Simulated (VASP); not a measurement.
Set up this calculation in VASP 6.6.1, as the native input.

```yaml
Task: single point
Functional: r2SCAN
Potentials_or_basis: VASP PAW PBE potentials, release 64 (Sn_d)
Cutoff: 520 eV
k_mesh: 10 × 10 × 10
Occupations: gaussian, width 0.15 eV
Spin: no spin polarisation
Dipole_correction: no
Further_INCAR_settings: ALGO = Normal; EDIFF = 1e-06; NBANDS = 21
```

Crystal: Sn.

```
Sn
1.0
     0.00000    3.14411    3.45852
     3.14411    0.00000    3.45852
     3.14411    3.14411    0.00000
Sn
2
Direct
  0.50000 0.50000 0.50000
  0.75000 0.75000 0.75000
```

This cell differs from its parent crystal: ratio of the length along z to the lengths across it x 1.1, volume and fractional coordinates fixed.

These files were run (other wordings do the same):

POSCAR

```
Sn
1.0
    0.0000000000      3.1441078360      3.4585186196
    3.1441078360      0.0000000000      3.4585186196
    3.1441078360      3.1441078360      0.0000000000
Sn
2
Direct
    0.5000000000      0.5000000000      0.5000000000
    0.7500000000      0.7500000000      0.7500000000
```

INCAR.step1

```
PREC = Accurate
ENCUT = 520
ISMEAR = 0
SIGMA = 0.15
LREAL = False
LASPH = True
NELM = 60
NBANDS = 21
GGA = PE
ALGO = Normal
EDIFF = 1E-4
LWAVE = True
LCHARG = False
```

INCAR.step2

```
PREC = Accurate
ENCUT = 520
EDIFF = 1E-6
ISMEAR = 0
SIGMA = 0.15
LREAL = False
LASPH = True
NELM = 60
ALGO = Normal
ISIF = 2
LWAVE = False
LCHARG = False
METAGGA = R2SCAN
LMIXTAU = True
NBANDS = 21
ISTART = 1
```

KPOINTS

```
Automatic mesh
0
Gamma
  10 10 10
```

Potentials or basis: VASP PAW PBE potentials, release 64 (Sn_d).

Launch:

```console
$ cat potpaw_PBE.64/Sn_d/POTCAR > POTCAR
$ cp INCAR.step1 INCAR
$ mpirun -np 1 vasp_std > vasp.out
$ cp INCAR.step2 INCAR
$ mpirun -np 1 vasp_std > vasp.out
```

It gave:

```json
{
  "Pressure": "1.5 GPa",
  "Band gap on the k mesh": "zero (bands 14 and 15 overlap by 0.24 eV)"
}
```

Caveat: the PAW data sets were made with another functional, which shifts forces and pressure a little; spin-orbit coupling is left out, which moves the levels of the heavy elements.

It took 8.6 min on 1 thread of Intel Xeon 8259CL (shared host), peak memory 0.29 GiB.
